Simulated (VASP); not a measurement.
Wanted: the native input for a VASP 6.6.1 run.

```yaml
Task: single point
Functional: LDA
Potentials_or_basis: VASP PAW LDA potentials, release 64 (Mg)
Cutoff: 520 eV
k_mesh: 12 × 12 × 6
Occupations: methfessel-paxton, width 0.2 eV
Spin: no spin polarisation
Dipole_correction: no
Further_INCAR_settings: ALGO = Normal; EDIFF = 1e-06; NBANDS = 9
```

The structure of Mg lies in POSCAR:

```
Mg
1.0
    3.1325008903      0.0000000000      0.0000000000
   -1.5662504451      2.7128253484      0.0000000000
    0.0000000000      0.0000000000      5.0848940941
Mg
2
Direct
    0.3333333333      0.6666666667      0.2500000000
    0.6666666667      0.3333333333      0.7500000000
```

One way to write it, as run:

INCAR

```
SYSTEM = Mg
PREC = Accurate
ENCUT = 520
EDIFF = 1E-6
ISMEAR = 1
SIGMA = 0.2
LREAL = .False.
LASPH = .True.
NELM = 80
ALGO = Normal
ISIF = 2
LWAVE = .False.
LCHARG = .False.
NBANDS = 9
```

KPOINTS

```
Automatic mesh
0
Gamma
  12 12 6
  0 0 0
```

Potentials or basis: VASP PAW LDA potentials, release 64 (Mg).

Launch:

```bash
$ cat potpaw_LDA.64/Mg/POTCAR > POTCAR
$ mpirun -np 1 vasp_std > vasp.out
```

It gave:

* Pressure: -0.3 GPa
* Band gap on the k mesh: zero (bands 2 and 3 overlap by 2.29 eV)

Run time: 31 s on 1 thread of AMD EPYC 7R13 (shared host), peak memory 0.13 GiB.
